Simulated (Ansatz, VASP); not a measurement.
## Two plane-wave programs on Ge

```
Ge
1.0
     4.73497    0.00000    0.00000
    -2.36749    4.10061    0.00000
     0.00000    0.00000    2.93568
Ge
3
Direct
  0.00000 0.00000 0.00000
  0.33333 0.66667 0.50000
  0.66667 0.33333 0.50000
```

Alike in both runs: task relaxation of cell and atoms; functional PBE; k mesh 8 × 8 × 10; occupations fermi-dirac, width 0.08 eV; no spin polarisation.

|  | VASP | Ansatz |
| --- | --- | --- |
| version | VASP 6.6.1 | Ansatz 0.2.0 |
| potentials or method | VASP PAW PBE potentials, release 64 (Ge_d) | PAW with Ansatz's default frozen-core files, scalar-relativistic |
| plane-wave cutoff (eV) | 600 | 420 |
| valence electrons in the cell | 42 | 42 |

```csv
,VASP,Ansatz,Ansatz less VASP
relaxed volume (Å³/atom),19.45,19.44,-0.014
relaxed cell length with the largest relative difference (Å),4.933,4.931,-0.0019
```
